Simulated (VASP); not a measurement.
Runs of VASP 6.6.1 on KNaF2. The structure is that of space group R-3m (No. 166), or close to it. The cells are those of the table. 

```tsv
level	cell	gap on the mesh (eV)	pressure (GPa)	largest force (eV/Å)
PBE	a = 6.191 Å, angles 33.1°, 4 atoms	6.07	1.2	0.05
r2SCAN	a = 6.273 Å, angles 32.8°, 4 atoms	6.68	-2.4	0.04
PBE	a = 6.376 Å, angles 33.1°, 4 atoms	5.64	-1.9	0.04
PBE	a = 6.126 Å, angles 33.1°, 4 atoms	6.24	2.6	0.09
r2SCAN	a = 6.152 Å, angles 32.8°, 4 atoms	6.99	(a)	0.03
PBE	a = 6.316 Å, angles 33.1°, 4 atoms	5.78	-1.0	0.01
PBE	a = 6.152 Å, angles 32.8°, 4 atoms	6.24	2.6	0.02
PBE	a = 6.254 Å, angles 33.1°, 4 atoms	5.92	0.0	0.02
r2SCAN	a = 6.213 Å, angles 32.8°, 4 atoms	(b)	-1.4	-
r2SCAN	a = 6.090 Å, angles 32.8°, 4 atoms	7.17	1.3	0.08
r2SCAN	a = 6.027 Å, angles 32.8°, 4 atoms	7.35	2.9	0.13
```

Alike in all rows: task single point; potentials or basis VASP PAW PBE potentials, release 64 (Na_pv, K_sv, F); no spin polarisation; k mesh 8 × 8 × 8; cutoff (eV) 520; smearing gaussian 0.01 eV.

Problem. Fill in the values left out.

Solution. (a) -0.2; (b) 6.83.

Caveats: the PAW data sets were made with another functional, which shifts forces and pressure a little (some runs).

A k mesh can miss the band edges.
